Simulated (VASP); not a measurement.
# BeCd2S2 (P4/mmm) in VASP: further runs

Runs on BeCd2S2. Level: PBE. Tasks: single point.

Program: VASP 6.6.1. These are calculated values, not measurements. Logs are shortened: lines on timing, memory, paths and dates and some standing lists are left out, and cuts for length are marked.

### Step 1. The cell of the first run

It takes space group P4/mmm (No. 123, tetragonal). The conventional cell has a = 3.712 Å, b = 3.712 Å, c = 7.045 Å, α = 90.00°, β = 90.00°, γ = 90.00°. Within 2.7 Å of Be (site symmetry 4/mmm) lie 2 S at 1.98 Å and 4 Cd at 2.62 Å. Cd (site symmetry 4/mmm) has 8 S at 3.04 Å and 6 Cd at 3.52 to 3.71 Å within 4.0 Å. Within 3.8 Å of Cd (site symmetry 4/mmm) lie 4 Be at 2.62 Å and 8 S at 3.29 Å and 6 Cd at 3.52 to 3.71 Å. Within 2.6 Å of S (site symmetry 4mm) lie 1 Be at 1.98 Å.

The cell was built from a structure type or drawn by symmetry, and may not be a known phase.

### Step 2. Single point, PBE

The input, INCAR:

```
PREC = Accurate
ENCUT = 600
EDIFF = 1E-6
ISMEAR = 0
SIGMA = 0.1
LREAL = False
LASPH = True
NELM = 120
ALGO = Normal
ISIF = 2
LWAVE = False
LCHARG = False
GGA = PE
NBANDS = 27
GGA_COMPAT = False
```

The input, KPOINTS:

```
regular mesh
0
Gamma
  4 4 4
```

The input, POSCAR:

```
BeCd2S2
1.0
    3.7115450361      0.0000000000      0.0000000000
    0.0000000000      3.7115450361      0.0000000000
    0.0000000000      0.0000000000      7.0454096265
Be Cd S
1 2 2
Direct
    0.0000000000      0.0000000000      0.5000000000
    0.5000000000      0.5000000000      0.0000000000
    0.5000000000      0.5000000000      0.5000000000
    0.0000000000      0.0000000000      0.7811320485
    0.0000000000      0.0000000000      0.2188679515
```

Potentials or basis: VASP PAW PBE potentials, release 64 (Be, Cd, S).

Launch:

```sh
$ cat potpaw_PBE.64/Be/POTCAR potpaw_PBE.64/Cd/POTCAR potpaw_PBE.64/S/POTCAR > POTCAR
$ mpirun -np 1 vasp_std > vasp.out
```

OUTCAR:

```text
PREC = Accurate
   ENCUT = 600
   EDIFF = 1E-6
   ISMEAR = 0
   LREAL = False
   LASPH = True
   NELM = 120
   ISIF = 2
   GGA = PE

 ion  position               nearest neighbor table
   1  0.000  0.000  0.500-   4 1.98   5 1.98   3 2.62   3 2.62   3 2.62   3 2.62
   2  0.500  0.500  0.000-   4 3.04   5 3.04   4 3.04   5 3.04   4 3.04   5 3.04   4 3.04   5 3.04
                             3 3.52   3 3.52
   3  0.500  0.500  0.500-   1 2.62   1 2.62   1 2.62   1 2.62   4 3.29   5 3.29   5 3.29   4 3.29
                             5 3.29   4 3.29   4 3.29   5 3.29   2 3.52   2 3.52
   4  0.000  0.000  0.781-   1 1.98   2 3.04   2 3.04   2 3.04   2 3.04   3 3.29   3 3.29   3 3.29
                             3 3.29
   5  0.000  0.000  0.219-   1 1.98   2 3.04   2 3.04   2 3.04   2 3.04   3 3.29   3 3.29   3 3.29
                             3 3.29

  LATTYP: Found a simple tetragonal cell.
 ALAT       =     3.7115450361
 C/A-ratio  =     1.8982417182

  Lattice vectors:

 A1 = (   3.7115450361,   0.0000000000,   0.0000000000)
 A2 = (   0.0000000000,   3.7115450361,   0.0000000000)
 A3 = (   0.0000000000,   0.0000000000,   7.0454096265)

Analysis of symmetry for initial positions (statically):
=====================================================================
 Subroutine PRICEL returns:
 Original cell was already a primitive cell.

 Routine SETGRP: Setting up the symmetry group for a
 simple tetragonal supercell.

 Subroutine GETGRP returns: Found 16 space group operations
 (whereof 16 operations were pure point group operations)
 out of a pool of 16 trial point group operations.

The static configuration has the point symmetry D_4h.

Analysis of symmetry for dynamics (positions and initial velocities):
=====================================================================
 Subroutine PRICEL returns:
 Original cell was already a primitive cell.

 Routine SETGRP: Setting up the symmetry group for a
 simple tetragonal supercell.

 Subroutine GETGRP returns: Found 16 space group operations
 (whereof 16 operations were pure point group operations)
 out of a pool of 16 trial point group operations.

The dynamic configuration has the point symmetry D_4h.

 Subroutine INISYM returns: Found 16 space group operations
 (whereof 16 operations are pure point group operations),
 and found     1 'primitive' translations

----------------------------------------------------------------------------------------

                                     Primitive cell

  volume of cell :      97.0545

  direct lattice vectors                    reciprocal lattice vectors
     3.711545036  0.000000000  0.000000000     0.269429575  0.000000000  0.000000000
     0.000000000  3.711545036  0.000000000     0.000000000  0.269429575  0.000000000
     0.000000000  0.000000000  7.045409626     0.000000000  0.000000000  0.141936389

  length of vectors
     3.711545036  3.711545036  7.045409626     0.269429575  0.269429575  0.141936389

  position of ions in fractional coordinates (direct lattice)
     0.000000000  0.000000000  0.500000000
     0.500000000  0.500000000  0.000000000
     0.500000000  0.500000000  0.500000000
     0.000000000  0.000000000  0.781132048
     0.000000000  0.000000000  0.218867952

  ion indices of the primitive-cell ions
   primitive index   ion index
                 1           1
                 2           2
                 3           3
                 4           4
                 5           5

----------------------------------------------------------------------------------------

 KPOINTS: regular mesh

Automatic generation of k-mesh.
 Grid dimensions read from file:
 generate k-points for:    4    4    4

 Generating k-lattice:

  Cartesian coordinates                     Fractional coordinates (reciprocal lattice)
     0.067357394  0.000000000  0.000000000     0.250000000  0.000000000  0.000000000
     0.000000000  0.067357394  0.000000000     0.000000000  0.250000000  0.000000000
     0.000000000  0.000000000  0.035484097     0.000000000  0.000000000  0.250000000

  Length of vectors
     0.067357394  0.067357394  0.035484097

  Shift w.r.t. Gamma in fractional coordinates (k-lattice)
     0.000000000  0.000000000  0.000000000

 Subroutine IBZKPT returns following result:
 ===========================================

 Found     18 irreducible k-points:

 Following reciprocal coordinates:
            Coordinates               Weight
  0.000000  0.000000  0.000000      1.000000
  0.250000  0.000000  0.000000      4.000000
  0.500000  0.000000  0.000000      2.000000
  0.250000  0.250000  0.000000      4.000000
  0.500000  0.250000  0.000000      4.000000
  0.500000  0.500000  0.000000      1.000000
[... 10 lines left out ...]
  0.500000  0.250000  0.500000      4.000000
  0.500000  0.500000  0.500000      1.000000
   k-points           NKPTS =     18   k-points in BZ     NKDIM =     18   number of bands    NBANDS=     27
   number of dos      NEDOS =    301   number of ions     NIONS =      5
   total plane-waves  NPLWV =  50400
   dimension x,y,z NGX =    30 NGY =   30 NGZ =   56
   dimension x,y,z NGXF=    60 NGYF=   60 NGZF=  112
   ions per type =               1   2   2
   NGX,Y,Z   is equivalent  to a cutoff of  13.44, 13.44, 13.21 a.u.
   NGXF,Y,Z  is equivalent  to a cutoff of  26.87, 26.87, 26.43 a.u.
 SYSTEM =  unknown system
   PREC   = accura    normal or accurate (medium, high low for compatibility)
   ISTART =      0    job   : 0-new  1-cont  2-samecut
   ICHARG =      2    charge: 1-file 2-atom 10-const
   ISPIN  =      1    spin polarized calculation?
   LNONCOLLINEAR =      F non collinear calculations
   LSORBIT =      F    spin-orbit coupling
   LASPH  =      T    aspherical Exc in radial PAW
   ENCUT  =  600.0 eV  44.10 Ry    6.64 a.u.   7.41  7.41 14.07*2*pi/ulx,y,z
   NELM   =    120;   NELMIN=  2; NELMDL= -5     # of ELM steps
   EDIFF  = 0.1E-05   stopping-criterion for ELM
   LREAL  =      F    real-space projection
   EDIFFG = 0.1E-04   stopping-criterion for IOM
   NSW    =      0    number of steps for IOM
   IBRION =     -1    ionic relax: 0-MD 1-quasi-New 2-CG
   NFREE  =      0    steps in history (QN), initial steepest desc. (CG)
   ISIF   =      2    stress and relaxation
   ISYM   =      2    0-nonsym 1-usesym 2-fastsym
   POTIM  = 0.5000    time-step for ionic-motion
   TEBEG  =    0.0;   TEEND  =   0.0 temperature during run
   PSTRESS=    0.0 pullay stress
   NELECT =      38.0000    total number of electrons
   NUPDOWN=      -1.0000    fix difference up-down
   EMIN   =  10.00;   EMAX   =-10.00  energy-range for DOS
   EFERMI =   0.00;   METHOD = LEGACY
   ISMEAR =     0;   SIGMA  =   0.10  broadening in eV -4-tet -1-fermi 0-gaus
   EFERMI_NEDOS =   21; number of points for ismear=-14 and -15
   IALGO  =     38    algorithm
   IMIX   =      4    mixing-type and parameters
     AMIX     =   0.40;   BMIX     =  1.00
     AMIX_MAG =   1.60;   BMIX_MAG =  1.00
  volume/ion in A,a.u.               =      19.41       130.99
  Fermi-wavevector in a.u.,A,eV,Ry     =   1.197652  2.263235 19.515806  1.434371
  Thomas-Fermi vector in A             =   2.333562
   LORBIT       =      0    0 simple, 1 ext, 2 COOP (PROOUT), +10 PAW based schemes
   GGA     = PE    functional components
   LHFCALC =     F    Hartree Fock is set to
   AEXX    =    0.0000 exact exchange contribution
   IVDW    =     0    specifies the selected vdW correction
   LEPSILON=     F    determine dielectric tensor
   LRPA    =     F    only Hartree local field effects (RPA)
 non-spin polarized calculation
 Gauss-broadening in eV      SIGMA  =   0.10
  energy-cutoff  :      600.00
  volume of cell :       97.05
 maximum number of plane-waves:      3285
 NGX is ok and might be reduce to    30
   NGX = 15   NGY = 15   NGZ = 29

 number of electron      38.0000018 magnetization

 Free energy of the ion-electron system (eV)
  ---------------------------------------------------
  ext. energy  EPLUGINS =         0.00000000
  ---------------------------------------------------
  free energy    TOTEN  =       -13.73860086 eV

  energy without entropy =      -13.73143397  energy(sigma->0) =      -13.73501742

 E-fermi :   3.4587     XC(G=0): -10.1248

 val. band max:        3.4078420703   @ k =   0.2500   0.0000   0.0000
 cond. band min:       3.7605682199   @ k =   0.5000   0.5000   0.2500
 fundamental gap:      0.3527261496
 Fermi energy:         3.4587300405

 k-point     1 :       0.0000    0.0000    0.0000
  band No.  band energies     occupation
      1      -9.9823      2.00000
      2      -9.1751      2.00000
      3      -5.2897      2.00000
      4      -5.2315      2.00000
      5      -5.2154      2.00000
      6      -5.1535      2.00000
[... 19 lines left out ...]
     26      10.4953      0.00000
     27      12.2199      0.00000

 k-point     2 :       0.2500    0.0000    0.0000
  band No.  band energies     occupation
      1      -9.7208      2.00000
      2      -9.0661      2.00000
      3      -5.2501      2.00000
      4      -5.1541      2.00000
      5      -5.1258      2.00000
      6      -5.1076      2.00000
[... 19 lines left out ...]
     26      10.5555      0.00000
     27      11.1105      0.00000

 k-point     3 :       0.5000    0.0000    0.0000
  band No.  band energies     occupation
      1      -9.4130      2.00000
      2      -8.9533      2.00000
      3      -5.2524      2.00000
      4      -5.2381      2.00000
      5      -5.1073      2.00000
      6      -5.0444      2.00000
[... 414 lines left out ...]
      1      -9.2304      2.00000
      2      -8.8507      2.00000
      3      -5.3168      2.00000
      4      -5.1471      2.00000
      5      -5.0573      2.00000
      6      -5.0023      2.00000
[... 19 lines left out ...]
     26      10.4631      0.00000
     27      11.3052      0.00000

 k-point    18 :       0.5000    0.5000    0.5000
  band No.  band energies     occupation
      1      -9.0872      2.00000
      2      -8.6740      2.00000
      3      -5.2227      2.00000
      4      -5.1416      2.00000
      5      -5.1416      2.00000
      6      -5.0317      2.00000
[... 19 lines left out ...]
     26       9.3764      0.00000
     27      10.3017      0.00000

------------------------ aborting loop because EDIFF is reached ----------------------------------------

  FORCE on cell =-STRESS in cart. coord.  units (eV):
  Direction    XX          YY          ZZ          XY          YZ          ZX
  --------------------------------------------------------------------------------------
  -------------------------------------------------------------------------------------
  Total        0.1116747      0.1116747      0.0332572      0.0000000      0.0000000      0.0000000
  in kB        1.8435283      1.8435283      0.5490099      0.0000000      0.0000000      0.0000000
  external PRESSURE =       1.4120221 kB  Pullay stress =       0.0000000 kB

 VOLUME and BASIS-vectors are now :
 -----------------------------------------------------------------------------
  energy-cutoff  :      600.00
  volume of cell :       97.05
      direct lattice vectors                 reciprocal lattice vectors
     3.711545036  0.000000000  0.000000000     0.269429575  0.000000000  0.000000000
     0.000000000  3.711545036  0.000000000     0.000000000  0.269429575  0.000000000
     0.000000000  0.000000000  7.045409626     0.000000000  0.000000000  0.141936389

 POSITION                                       TOTAL-FORCE (eV/Angst)
 -----------------------------------------------------------------------------------
      0.00000      0.00000      3.52270         0.000000      0.000000      0.000000
      1.85577      1.85577      0.00000         0.000000      0.000000      0.000000
      1.85577      1.85577      3.52270         0.000000      0.000000      0.000000
      0.00000      0.00000      5.50340         0.000000     -0.000000     -0.012853
      0.00000      0.00000      1.54201        -0.000000     -0.000000      0.012853
 -----------------------------------------------------------------------------------
    total drift:                                0.000000      0.000000      0.000000

  FREE ENERGIE OF THE ION-ELECTRON SYSTEM (eV)
  ---------------------------------------------------
  free  energy   TOTEN  =       -13.7386008589 eV

  energy  without entropy=      -13.7314339718  energy(sigma->0) =      -13.73501742
```

It took 90 s on 1 thread of Intel Xeon 8259CL, shared host; peak memory 0.24 GiB.

Results:

- Free energy: -13.7386 eV
- Pressure: 0.1 GPa
- Largest force: 0.013 eV/Å
- Band gap on the k mesh: zero (bands 19 and 20 overlap by 1.42 eV)

Forces in eV/Å, atoms in the order of the input:
```
Be   0.000  0.000  0.000
Cd   0.000  0.000  0.000
Cd   0.000  0.000  0.000
S    0.000  0.000 -0.013
S    0.000  0.000  0.013
```

Stress tensor (GPa, compression positive):
```
0.18 0.00 0.00
0.00 0.18 0.00
0.00 0.00 0.05
```

Caveat: the k points lie up to 0.42 Å⁻¹ apart, too coarse for converged energies and pressures of a metal.

### Step 3. Single point, PBE

This run uses another cell than the first one, of 20.02 Å³/atom.

The input, INCAR:

```
SYSTEM = BeCd2S2
ALGO = Normal
EDIFF = 1E-6
ENCUT = 600
GGA = PE
GGA_COMPAT = .False.
ISIF = 2
ISMEAR = 0
LASPH = .True.
LCHARG = .False.
LREAL = .False.
LWAVE = .False.
NBANDS = 27
NELM = 120
PREC = Accurate
SIGMA = 0.1
```

The input, KPOINTS:

```
k-points
0
Gamma
  4 4 4
  0 0 0
```

The input, POSCAR:

```
BeCd2S2
1.0
    4.0701810800      0.0000000000      0.0000000000
    0.0000000000      4.0701810800      0.0000000000
    0.0000000000      0.0000000000      6.0429121400
Be Cd S
1 2 2
Direct
    0.0000000000      0.0000000000      0.5000000000
    0.5000000000      0.5000000000      0.0000000000
    0.5000000000      0.5000000000      0.5000000000
    0.0000000000      0.0000000000      0.7309601000
    0.0000000000      0.0000000000      0.2690399000
```

Potentials or basis: VASP PAW PBE potentials, release 64 (Be, Cd, S).

Launch:

```sh
$ cat potpaw_PBE.64/Be/POTCAR potpaw_PBE.64/Cd/POTCAR potpaw_PBE.64/S/POTCAR > POTCAR
$ mpirun -np 1 vasp_std > vasp.out
```

OUTCAR:

```text
SYSTEM = BeCd2S2
   EDIFF = 1E-6
   ENCUT = 600
   GGA = PE
   ISIF = 2
   ISMEAR = 0
   LASPH = .True.
   LREAL = .False.
   NELM = 120
   PREC = Accurate

 ion  position               nearest neighbor table
   1  0.000  0.000  0.500-   4 1.40   5 1.40   3 2.88   3 2.88   3 2.88   3 2.88
   2  0.500  0.500  0.000-   3 3.02   3 3.02
   3  0.500  0.500  0.500-   1 2.88   1 2.88   1 2.88   1 2.88   2 3.02   2 3.02   4 3.20   5 3.20
                             4 3.20   4 3.20   5 3.20   5 3.20   4 3.20   5 3.20
   4  0.000  0.000  0.731-   1 1.40   5 2.79   3 3.20   3 3.20   3 3.20   3 3.20
   5  0.000  0.000  0.269-   1 1.40   4 2.79   3 3.20   3 3.20   3 3.20   3 3.20

  LATTYP: Found a simple tetragonal cell.
 ALAT       =     4.0701810800
 C/A-ratio  =     1.4846789421

  Lattice vectors:

 A1 = (   4.0701810800,   0.0000000000,   0.0000000000)
 A2 = (   0.0000000000,   4.0701810800,   0.0000000000)
 A3 = (   0.0000000000,   0.0000000000,   6.0429121400)

Analysis of symmetry for initial positions (statically):
=====================================================================
 Subroutine PRICEL returns:
[... 172 lines left out ...]

 val. band max:        2.8967682763   @ k =   0.0000   0.0000   0.2500
 cond. band min:       3.0087803370   @ k =   0.2500   0.2500   0.5000
 fundamental gap:      0.1120120607
 Fermi energy:         2.9404467912

 k-point     1 :       0.0000    0.0000    0.0000
  band No.  band energies     occupation
      1     -10.5384      2.00000
      2     -10.0523      2.00000
      3      -6.0802      2.00000
      4      -5.6968      2.00000
      5      -5.6968      2.00000
      6      -5.6246      2.00000
[... 529 lines left out ...]
     26      10.5432      0.00000
     27      10.7483      0.00000

------------------------ aborting loop because EDIFF is reached ----------------------------------------

  FORCE on cell =-STRESS in cart. coord.  units (eV):
  Direction    XX          YY          ZZ          XY          YZ          ZX
  --------------------------------------------------------------------------------------
  -------------------------------------------------------------------------------------
  Total        0.5578862      0.5578862     65.8790406      0.0000000      0.0000000      0.0000000
  in kB        8.9285810      8.9285810   1054.3483093      0.0000000      0.0000000      0.0000000
  external PRESSURE =     357.4018238 kB  Pullay stress =       0.0000000 kB

 VOLUME and BASIS-vectors are now :
 -----------------------------------------------------------------------------
  energy-cutoff  :      600.00
  volume of cell :      100.11
      direct lattice vectors                 reciprocal lattice vectors
     4.070181080  0.000000000  0.000000000     0.245689315  0.000000000  0.000000000
     0.000000000  4.070181080  0.000000000     0.000000000  0.245689315  0.000000000
     0.000000000  0.000000000  6.042912140     0.000000000  0.000000000  0.165483127

 POSITION                                       TOTAL-FORCE (eV/Angst)
 -----------------------------------------------------------------------------------
      0.00000      0.00000      3.02146         0.000000      0.000000      0.000000
      2.03509      2.03509      0.00000         0.000000      0.000000      0.000000
      2.03509      2.03509      3.02146         0.000000      0.000000      0.000000
      0.00000      0.00000      4.41713         0.000000      0.000000     23.186848
      0.00000      0.00000      1.62578        -0.000000      0.000000    -23.186848
 -----------------------------------------------------------------------------------
    total drift:                                0.000000      0.000000      0.000000

  FREE ENERGIE OF THE ION-ELECTRON SYSTEM (eV)
  ---------------------------------------------------
  free  energy   TOTEN  =        -5.3950997861 eV

  energy  without entropy=       -5.3880160735  energy(sigma->0) =       -5.39155793
```

It took 85 s on 1 thread of Intel Xeon 8259CL, shared host; peak memory 0.26 GiB.

What came out:

```yaml
Free_energy: -5.3951 eV
Pressure: 35.7 GPa
Largest_force: 23.187 eV/Å
Band_gap_on_the_k_mesh: zero (bands 19 and 20 overlap by 2.60 eV)
```

Forces in eV/Å, atoms in the order of the input:
```
Be    0.000   0.000   0.000
Cd    0.000   0.000   0.000
Cd    0.000   0.000   0.000
S     0.000   0.000  23.187
S     0.000   0.000 -23.187
```

Stress tensor (GPa, compression positive):
```
  0.89   0.00   0.00
  0.00   0.89   0.00
  0.00   0.00 105.43
```

Caveat: the k points lie up to 0.39 Å⁻¹ apart, too coarse for converged energies and pressures of a metal; atoms lie so close that the PAW spheres overlap strongly, which falsifies energies and pressures; forces of over 1 eV/Å act on the atoms, so gaps and moduli don't describe the material at rest.
